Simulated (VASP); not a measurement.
# Zr8C in VASP: further runs

The runs below take Zr8C through single point, with PBE.

All numbers are computed with VASP 6.6.1; they aren't measurements. Logs are shortened: lines on timing, memory, paths and dates and some standing lists are left out, and cuts for length are marked.

## Step 1: The cell of the first run

The cell holds a slab with vacuum, 9 atoms: a = 6.466 Å, b = 5.169 Å, c = 18.977 Å, α = 90.00°, β = 90.00°, γ = 90.00°.

## Step 2: Single point, PBE

The input, INCAR:

```
SYSTEM = Zr8C
PREC = Accurate
ENCUT = 520
EDIFF = 1E-6
ISMEAR = 0
SIGMA = 0.1
LREAL = .False.
LASPH = .True.
NELM = 60
ALGO = Normal
ISIF = 2
LWAVE = .False.
LCHARG = .False.
LDIPOL = .True.
IDIPOL = 3
DIPOL = 0.5 0.5 0.319
GGA = PE
NBANDS = 60
```

The input, KPOINTS:

```
regular mesh
0
Gamma
  4 5 1
  0 0 0
```

The input, POSCAR:

```
Zr8C
1.0
    6.4655797184      0.0000000000      0.0000000000
    0.0000000000      5.1691196971      0.0000000000
    0.0000000000      0.0000000000     18.9770873264
Zr C
8 1
Direct
    0.0000000000      0.7500000000      0.2107805024
    0.5000000000      0.7500000000      0.2107805024
    0.2500000000      0.2500000000      0.2599569661
    0.7500000000      0.2500000000      0.2599569661
    0.2500000000      0.7500000000      0.3477072663
    0.7500000000      0.7500000000      0.3477072663
    0.0000000000      0.2500000000      0.3940060557
    0.5000000000      0.2500000000      0.3940060557
    0.1250000000      0.5000000000      0.4483862715
```

Potentials or basis: VASP PAW PBE potentials, release 64 (Zr_sv, C).

Started as:

```
cat potpaw_PBE.64/Zr_sv/POTCAR potpaw_PBE.64/C/POTCAR > POTCAR
mpirun -np 1 vasp_std > vasp.out
```

OUTCAR:

```text
SYSTEM = Zr8C
   PREC = Accurate
   ENCUT = 520
   EDIFF = 1E-6
   ISMEAR = 0
   LREAL = .False.
   LASPH = .True.
   NELM = 60
   ISIF = 2
   GGA = PE

 ion  position               nearest neighbor table
   1  0.000  0.750  0.211-   5 3.06   6 3.06   3 3.19   4 3.19   3 3.19   4 3.19   2 3.23   2 3.23

   2  0.500  0.750  0.211-   5 3.06   6 3.06   3 3.19   4 3.19   3 3.19   4 3.19   1 3.23   1 3.23

   3  0.250  0.250  0.260-   7 3.01   8 3.01   5 3.07   5 3.07   1 3.19   1 3.19   2 3.19   2 3.19
                             4 3.23   4 3.23
   4  0.750  0.250  0.260-   7 3.01   8 3.01   6 3.07   6 3.07   1 3.19   1 3.19   2 3.19   2 3.19
                             3 3.23   3 3.23
   5  0.250  0.750  0.348-   9 2.44   2 3.06   1 3.06   3 3.07   3 3.07   7 3.17   8 3.17   7 3.17
                             8 3.17   6 3.23   6 3.23
   6  0.750  0.750  0.348-   1 3.06   2 3.06   4 3.07   4 3.07   8 3.17   7 3.17   7 3.17   8 3.17
                             5 3.23   5 3.23
   7  0.000  0.250  0.394-   9 1.84   4 3.01   3 3.01   6 3.17   5 3.17   5 3.17   6 3.17   8 3.23
                             8 3.23
   8  0.500  0.250  0.394-   9 2.93   4 3.01   3 3.01   6 3.17   5 3.17   5 3.17   6 3.17   7 3.23
                             7 3.23
   9  0.125  0.500  0.448-   7 1.84   5 2.44   8 2.93

  LATTYP: Found a simple orthorhombic cell.
 ALAT       =     5.1691196971
 B/A-ratio  =     1.2508086671
 C/A-ratio  =     3.6712416114

  Lattice vectors:

 A1 = (   0.0000000000,  -5.1691196971,   0.0000000000)
 A2 = (   6.4655797184,   0.0000000000,   0.0000000000)
 A3 = (   0.0000000000,   0.0000000000,  18.9770873264)

Analysis of symmetry for initial positions (statically):
=====================================================================
 Subroutine PRICEL returns:
 Original cell was already a primitive cell.

 Routine SETGRP: Setting up the symmetry group for a
 simple orthorhombic supercell.

 Subroutine GETGRP returns: Found  1 space group operations
 (whereof  1 operations were pure point group operations)
 out of a pool of  8 trial point group operations.

The static configuration has the point symmetry C_1 .

Analysis of symmetry for dynamics (positions and initial velocities):
=====================================================================
 Subroutine PRICEL returns:
[... 121 lines left out ...]
   NUPDOWN=      -1.0000    fix difference up-down
   EMIN   =  10.00;   EMAX   =-10.00  energy-range for DOS
   EFERMI =   0.00;   METHOD = LEGACY
   ISMEAR =     0;   SIGMA  =   0.10  broadening in eV -4-tet -1-fermi 0-gaus
   EFERMI_NEDOS =   21; number of points for ismear=-14 and -15
   IALGO  =     38    algorithm
   IMIX   =      4    mixing-type and parameters
     AMIX     =   0.40;   BMIX     =  1.00
     AMIX_MAG =   1.60;   BMIX_MAG =  1.00
  volume/ion in A,a.u.               =      70.47       475.56
  Fermi-wavevector in a.u.,A,eV,Ry     =   0.884417  1.671305 10.642382  0.782193
  Thomas-Fermi vector in A             =   2.005314
   LORBIT       =      0    0 simple, 1 ext, 2 COOP (PROOUT), +10 PAW based schemes
   GGA     = PE    functional components
   LHFCALC =     F    Hartree Fock is set to
   AEXX    =    0.0000 exact exchange contribution
   IVDW    =     0    specifies the selected vdW correction
   LEPSILON=     F    determine dielectric tensor
   LRPA    =     F    only Hartree local field effects (RPA)
 non-spin polarized calculation
 Gauss-broadening in eV      SIGMA  =   0.10
  energy-cutoff  :      520.00
  volume of cell :      634.24
 maximum number of plane-waves:     17106
   NGX = 25   NGY = 19   NGZ = 71

 dipolmoment           0.000000      0.000000     -0.943753 electrons x Angstroem

 number of electron      99.9999999 magnetization

 number of electron     100.0000000 magnetization

 dipolmoment           0.000000      0.000000      0.169959 electrons x Angstroem

 Free energy of the ion-electron system (eV)
  ---------------------------------------------------
  ext. energy  EPLUGINS =         0.00000000
  ---------------------------------------------------
  free energy    TOTEN  =       -68.26325942 eV

  energy without entropy =      -68.18808334  energy(sigma->0) =      -68.22567138

 E-fermi :  -0.1338     XC(G=0):  -4.3650

 val. band max:       -0.1625001624   @ k =   0.0000   0.2000   0.0000
 cond. band min:      -0.1327984010   @ k =   0.5000   0.2000   0.0000
 fundamental gap:      0.0297017613
 Fermi energy:        -0.1337588156

 k-point     1 :       0.0000    0.0000    0.0000
  band No.  band energies     occupation
      1     -49.2383      2.00000
      2     -49.2239      2.00000
      3     -49.1809      2.00000
      4     -48.8375      2.00000
      5     -48.7508      2.00000
      6     -48.7200      2.00000
[... 682 lines left out ...]
     59       0.6721      0.00000
     60       0.7315      0.00000

------------------------ aborting loop because EDIFF is reached ----------------------------------------

 vacuum level on the upper side and lower side of the slab       (xc-potential included)         0.349        -0.583

  FORCE on cell =-STRESS in cart. coord.  units (eV):
  Direction    XX          YY          ZZ          XY          YZ          ZX
  --------------------------------------------------------------------------------------
  -------------------------------------------------------------------------------------
  Total       -3.5639601      3.3759550      1.6528689      2.3894611      4.9502743      1.3942142
  in kB       -9.0030528      8.5281262      4.1753740      6.0361069     12.5050730      3.5219767
  external PRESSURE =       1.2334825 kB  Pullay stress =       0.0000000 kB

 VOLUME and BASIS-vectors are now :
 -----------------------------------------------------------------------------
  energy-cutoff  :      520.00
  volume of cell :      634.24
      direct lattice vectors                 reciprocal lattice vectors
     6.465579718  0.000000000  0.000000000     0.154665172  0.000000000  0.000000000
     0.000000000  5.169119697  0.000000000     0.000000000  0.193456538  0.000000000
     0.000000000  0.000000000 18.977087326     0.000000000  0.000000000  0.052695126

 POSITION                                       TOTAL-FORCE (eV/Angst)
 -----------------------------------------------------------------------------------
      0.00000      3.87684      4.00000        -0.077216     -0.014953      0.185409
      3.23279      3.87684      4.00000         0.122124     -0.133606     -0.026178
      1.61639      1.29228      4.93323         0.334707     -0.102751     -0.943837
      4.84918      1.29228      4.93323        -0.108564      0.016460     -0.345712
      1.61639      3.87684      6.59847         0.154657     -0.944276      1.384272
      4.84918      3.87684      6.59847         0.044277      0.092435     -0.181834
      0.00000      1.29228      7.47709        -1.725752     -2.923357     -0.581771
      3.23279      1.29228      7.47709        -0.973534      0.651020      0.450228
      0.80820      2.58456      8.50907         2.229302      3.359028      0.059423
 -----------------------------------------------------------------------------------
    total drift:                               -0.000013      0.000085      0.000380

  FREE ENERGIE OF THE ION-ELECTRON SYSTEM (eV)
  ---------------------------------------------------
  free  energy   TOTEN  =       -68.2632594239 eV

  energy  without entropy=      -68.1880833362  energy(sigma->0) =      -68.22567138

 vacuum level on the upper side and lower side of the slab         4.453         3.486
```

It took 18 min on 1 thread of Intel Xeon Platinum 8259CL at 2.50GHz (Skylake/Cascade Lake), shared host; peak memory 0.73 GiB.

Results:

| Property | Result |
| --- | --- |
| Free energy | -68.2633 eV |
| Largest force | 4.032 eV/Å |
| Band gap on the k mesh | zero (bands 50 and 51 overlap by 0.25 eV) |

Forces in eV/Å, atoms in the order of the input:
```
Zr  -0.077 -0.015  0.185
Zr   0.122 -0.134 -0.026
Zr   0.335 -0.103 -0.944
Zr  -0.109  0.016 -0.346
Zr   0.155 -0.944  1.384
Zr   0.044  0.092 -0.182
Zr  -1.726 -2.923 -0.582
Zr  -0.974  0.651  0.450
C    2.229  3.359  0.059
```

## Step 3: Single point, PBE

The input, INCAR:

```
PREC     = Accurate       # precision mode
ENCUT    = 520            # plane-wave cutoff, eV
EDIFF    = 1E-6           # SCF threshold, eV
ISMEAR   = 0              # smearing method
SIGMA    = 0.1            # smearing width, eV
LREAL    = False          # projectors in reciprocal space
LASPH    = True           # aspherical terms in the spheres
NELM     = 80             # most SCF steps
ALGO     = Normal         # electronic algorithm
ISIF     = 2              # what is computed and relaxed
LWAVE    = False          # write WAVECAR
LCHARG   = True           # write CHGCAR
LDIPOL   = True         
IDIPOL   = 3            
DIPOL    = 0.5 0.5 0.321
GGA      = PE             # functional
LELF     = True           # ELF
LVHAR    = True         
LVACPOTAV= True         
NBANDS   = 60             # bands
```

The input, KPOINTS:

```
Automatic mesh
0
Gamma
  4 5 1
```

POSCAR: that of step 2 with these lines changed.

```diff
@@ -16,2 +16,2 @@
     0.5000000000      0.2500000000      0.3940060557
-    0.1250000000      0.5000000000      0.4483862715
+    0.0625000000      0.5000000000      0.4600157385
```

Potentials or basis: VASP PAW PBE potentials, release 64 (Zr_sv, C).

Started as:

```
cat potpaw_PBE.64/Zr_sv/POTCAR potpaw_PBE.64/C/POTCAR > POTCAR
mpirun -np 1 vasp_std > vasp.out
```

Run time: 20 min. Hardware: 1 thread of Intel Xeon Platinum 8259CL at 2.50GHz (Skylake/Cascade Lake), shared host; peak memory 0.73 GiB.

The run converged. Its results:

```
Free energy            : -67.5916 eV
Largest force          : 3.467 eV/Å
Band gap on the k mesh : zero (bands 50 and 51 overlap by 0.26 eV)
```

Forces in eV/Å, atoms in the order of the input:
```
Zr  -0.048 -0.167  0.196
Zr   0.053 -0.096  0.039
Zr   0.283 -0.040 -0.706
Zr  -0.124 -0.030 -0.426
Zr  -0.096 -0.703  0.926
Zr   0.204 -0.020  0.041
Zr  -0.810 -2.655 -0.640
Zr  -0.578  0.429  0.510
C    1.116  3.282  0.058
```

Levels at points of the mesh, in eV from the Fermi level:
| k point | band 46 | band 47 | band 48 | band 49 | band 50 | band 51 | band 52 | band 53 | band 54 | band 55 |
| --- | --- | --- | --- | --- | --- | --- | --- | --- | --- | --- |
| (0.00, 0.00, 0.00) | -0.92 | -0.53 | -0.17 | -0.11 | 0.12 | 0.57 | 0.66 | 0.73 | 0.75 | 0.80 |
| (0.50, 0.00, 0.00) | -0.76 | -0.42 | -0.33 | -0.21 | -0.18 | -0.14 | 0.24 | 0.28 | 0.42 | 0.43 |

The gap in the log of VASP goes by the Fermi energy; the results here count the filled bands.